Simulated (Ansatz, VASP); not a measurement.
Given: the input of a run of Ansatz 0.2.0 on NiO.

Contents of input.yaml:

```yaml
crystal:
  lattice:
    - [0.0, 2.0859016414, 2.0859016414]
    - [2.0859016414, 0.0, 2.0859016414]
    - [2.0859016414, 2.0859016414, 0.0]
  atoms:
    - { symbol: Ni, position: [0.0, 0.0, 0.0], spin: 1.0 }
    - { symbol: O, position: [0.5, 0.5, 0.5] }
hamiltonian:
  xc: blyp
  pseudopotentials: { kind: paw }
  dispersion: d3bj
magnetization:
  spin_polarized: true
kpoints:
  mp_grid: { grid: [11, 11, 11] }
scf:
  occupations: { method: fermi_dirac, width: 0.05 }
output:
  forces: true
  stress: true
  eigenvalues: true
```

Potentials or basis: Ansatz PAW.

Command:

```console
$ ansatz run input.yaml --threads 2 --pin off --max-ram 5120MiB --backend cpu --events-out ev --progress --plain --runs-dir out
```

Set up the same calculation for VASP 6.6.1. Potentials there: VASP PAW PBE potentials, release 64 (Ni_sv_GW, O).

As run (the cutoff follows the program's own potentials):

File INCAR:

```
SYSTEM = NiO
PREC = Accurate
ENCUT = 700
EDIFF = 1E-6
ISMEAR = -1
SIGMA = 0.05
LREAL = .FALSE.
LASPH = .TRUE.
NELM = 200
ALGO = Normal
ISIF = 2
LWAVE = .FALSE.
LCHARG = .FALSE.
ISPIN = 2
MAGMOM = 1 0
LORBIT = 11
LMAXMIX = 4
GGA = B5
ALDAX = 1.0
AGGAX = 1.0
AGGAC = 1.0
ALDAC = 0.0
IVDW = 12
VDW_S6 = 1.0
VDW_S8 = 2.6996
VDW_A1 = 0.4298
VDW_A2 = 4.2359
NBANDS = 23
GGA_COMPAT = .FALSE.
```

The input KPOINTS:

```
regular mesh
0
G
  11 11 11
  0 0 0
```

Contents of POSCAR:

```
NiO
1.0
    0.0000000000      2.0859016414      2.0859016414
    2.0859016414      0.0000000000      2.0859016414
    2.0859016414      2.0859016414      0.0000000000
Ni O
1 1
Direct
    0.0000000000      0.0000000000      0.0000000000
    0.5000000000      0.5000000000      0.5000000000
```

Potentials or basis: VASP PAW PBE potentials, release 64 (Ni_sv_GW, O).

Run with:

```console
$ cat potpaw_PBE.64/Ni_sv_GW/POTCAR potpaw_PBE.64/O/POTCAR > POTCAR
$ mpirun -np 1 vasp_std > vasp.out
```

Both were run:

|  | VASP | Ansatz | Ansatz less VASP |
| --- | --- | --- | --- |
| gap on the k mesh at the Fermi level (eV) | none | none | - |
| pressure (GPa) | 6.5 | 6.8 | +0.30 |
| net moment per atom (μB) | 0.84 | 0.83 | 0.000 |
| size of the moment on the site where the two differ most (μB) | 1.38 | 1.35 | -0.030 |

VASP's potentials were made for PBE, not for BLYP. Site moments also hang on the region over which each program counts them. A gap of «none» marks a metal or a gap that the smearing closes.
